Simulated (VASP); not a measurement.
Be, 1 atom in the cell. Symmetry: Fm-3m, No. 225, cubic system. The conventional cell has a = 3.075 Å, b = 3.075 Å, c = 3.075 Å, α = 90.00°, β = 90.00°, γ = 90.00°. Be (site symmetry m-3m) has 12 Be at 2.17 Å within 2.9 Å. This isn't the form of Be at room conditions, which is hcp.

```yaml
Program: VASP 6.6.1
Task: single point
Functional: PBE
Potentials_or_basis: VASP PAW PBE potentials, release 64 (Be)
Cutoff: 520 eV
k_mesh: 21 × 21 × 21
Occupations: fermi-dirac, width 0.08 eV
Spin: no spin polarisation
Dipole_correction: no
Further_INCAR_settings: ALGO = Normal; EDIFF = 1e-06; NBANDS = 7
```

Potentials or basis: VASP PAW PBE potentials, release 64 (Be).

Command:

```console
$ cat potpaw_PBE.64/Be/POTCAR > POTCAR
$ mpirun -np 1 vasp_std > vasp.out
```

Hardware: 1 thread of Intel Xeon 8259CL (shared host).

Question: How long does it take, and how much memory?

Answer: Wall time 5.6 s on 1 thread of Intel Xeon 8259CL (shared host), peak memory 0.12 GiB. Counts: scf iterations 9, k points 286.
